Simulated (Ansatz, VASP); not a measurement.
# Two plane-wave programs on Cs2AgBiBr6

```
Cs Ag Bi Br
1.0
     0.00000    5.49820    5.49820
     5.49820    0.00000    5.49820
     5.49820    5.49820    0.00000
Cs Ag Bi Br
2 1 1 6
Direct
  0.25000 0.25000 0.25000
  0.75000 0.75000 0.75000
  0.50000 0.50000 0.50000
  0.00000 0.00000 0.00000
  0.25546 0.74454 0.25546
  0.25546 0.74454 0.74454
  0.74454 0.25546 0.74454
  0.74454 0.25546 0.25546
  0.25546 0.25546 0.74454
  0.74454 0.74454 0.25546
```

Alike in both runs: functional LDA; k mesh 4 × 4 × 4; occupations gaussian, width 0.02 eV; no spin polarisation.

Ansatz relaxed the structure, and its values are those at the end. VASP's run is a single point on that final structure, the one shown.

```csv
,VASP,Ansatz
version,VASP 6.6.1,Ansatz 0.2.0
potentials or method,"VASP PAW LDA potentials, release 64 (Cs_sv, Ag, Bi_d, Br), cutoff 520 eV","scalar-relativistic, plane waves, PAW"
valence electrons in the cell,86,94
```

|  | VASP | Ansatz | Ansatz less VASP |
| --- | --- | --- | --- |
| gap on the k mesh at the Fermi level (eV) | 0.95 | 0.94 | -0.009 |
| least direct gap on the mesh (eV) | 2.29 | 2.28 | -0.007 |
| pressure (GPa) | 0.1 | 0.0 | -0.07 |
| rms of the force components (eV/Å) | 0.003 | 0.000 | -0.0032 |

LDA's correlation is that of Perdew and Zunger in VASP and of Perdew and Wang (1992) in Ansatz. VASP's potentials hold 86 valence electrons a cell and Ansatz's 94, so a difference there can come from the potentials and not from the codes.

Neither program's run includes spin-orbit coupling.
